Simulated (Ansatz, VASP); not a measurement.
## One calculation of ZrO, two programs

```
Zr O
1.0
     3.66444    0.00000    0.00000
     0.00000    3.66444    0.00000
     0.00000    0.00000    5.18230
Zr O
2 2
Cartesian
  1.8322 1.8322 1.2956
  1.8322 1.8322 3.8867
  0.0000 1.8322 0.0000
  1.8322 0.0000 2.5911
```

Change from the starting cell: ordered vacancies on the cation sites of antifluorite (P4_2/mmc, No. 131).

Alike in both runs: task single point; functional PBE; k mesh 6 × 6 × 4; occupations gaussian, width 0.1 eV; no spin polarisation.

```csv
,VASP,Ansatz
version,VASP 6.6.1,Ansatz 0.2.0
potentials or method,"VASP PAW PBE potentials, release 64 (Zr_sv, O), cutoff 520 eV","scalar-relativistic, plane waves, PAW"
valence electrons in the cell,36,36
```

```csv
,VASP,Ansatz,Ansatz less VASP
gap on the k mesh at the Fermi level (eV),none,none,-
pressure (GPa),-2.7,-2.8,-0.18
"traceless stress, the component that is largest in VASP (GPa)",13.55,13.39,-0.164
```

A gap of «none» marks a metal or a gap that the smearing closes.
